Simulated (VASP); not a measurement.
Write the native input for VASP 6.6.1 that does the following.

| Item | Value |
| --- | --- |
| Task | single point |
| Functional | PBE |
| Potentials or basis | VASP PAW PBE potentials, release 64 (Pd) |
| Cutoff | 520 eV |
| k mesh | 20 × 20 × 20 |
| Occupations | gaussian, width 0.15 eV |
| Spin | no spin polarisation |
| Dipole correction | no |
| Further INCAR settings | ALGO = Fast; EDIFF = 1e-06; NBANDS = 11 |

The structure of Pd lies in POSCAR:

```
Pd
1.0
    0.0000000000      1.9935225000      1.9449000000
    1.9935225000      0.0000000000      1.9449000000
    1.9935225000      1.9935225000      0.0000000000
Pd
1
Direct
    0.0000000000      0.0000000000      0.0000000000
```

This cell differs from its parent crystal: strain +0.025 along x and y, +0.000 along z.

One way to write it, as run:

INCAR

```
  PREC = Accurate
  ENCUT = 520
  EDIFF = 1E-6
  ISMEAR = 0
  SIGMA = 0.15
  LREAL = F
  LASPH = T
  NELM = 100
  ALGO = Fast
  ISIF = 2
  LWAVE = F
  LCHARG = F
  GGA = PE
  NBANDS = 11
```

KPOINTS

```
Automatic mesh
0
Gamma
  20 20 20
```

Potentials or basis: VASP PAW PBE potentials, release 64 (Pd).

Run with:

```sh
$ cat potpaw_PBE.64/Pd/POTCAR > POTCAR
$ mpirun -np 1 vasp_std > vasp.out
```

Results of the run:

| Property | Result |
| --- | --- |
| Pressure | -1.5 GPa |
| Band gap on the k mesh | zero (bands 5 and 6 overlap by 1.51 eV) |

Caveat: the cell differs from its parent crystal (strain +0.025 along x and y, +0.000 along z).

Wall time 110 s on 1 thread of Intel Xeon 8259CL (shared host), peak memory 0.23 GiB.
